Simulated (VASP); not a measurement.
# Cu3N: single point with PBE

Cu3N:

```
CELL_PARAMETERS angstrom
3.75555 0.00000 0.00000
0.00000 3.75555 0.00000
0.00000 0.00000 3.75555
ATOMIC_POSITIONS crystal
Cu 0.50000 0.00000 0.00000
Cu 0.00000 0.50000 0.00000
Cu 0.00000 0.00000 0.50000
N 0.00000 0.00000 0.00000
```

```yaml
Program: VASP 6.6.1
Task: single point
Functional: PBE
Potentials_or_basis: VASP PAW PBE potentials, release 64 (Cu, N)
Cutoff: 600 eV
k_mesh: 5 × 5 × 5
Occupations: gaussian, width 0.01 eV
Spin: no spin polarisation
Dipole_correction: no
Further_INCAR_settings: ALGO = Normal; EDIFF = 1e-06; NBANDS = 27
```

```
Pressure               : 8.1 GPa
Band gap on the k mesh : 1.44 eV, indirect (least direct gap 1.77 eV)
```

Levels at points of the mesh, in eV from the valence-band top:
| k point | band 16 | band 17 | band 18 | band 19 | band 20 | band 21 | band 22 | band 23 |
| --- | --- | --- | --- | --- | --- | --- | --- | --- |
| (0.00, 0.00, 0.00) | -1.55 | -1.55 | -1.55 | -1.49 | 1.53 | 5.89 | 5.89 | 7.09 |

Wall time 15 s on 1 thread of Intel(R) Xeon(R) Platinum 8488C (Sapphire Rapids), on a shared host, peak memory 0.16 GiB.

A k mesh can miss the band edges. Expect the measured gap to be larger: semilocal functionals such as PBE lack the derivative discontinuity.
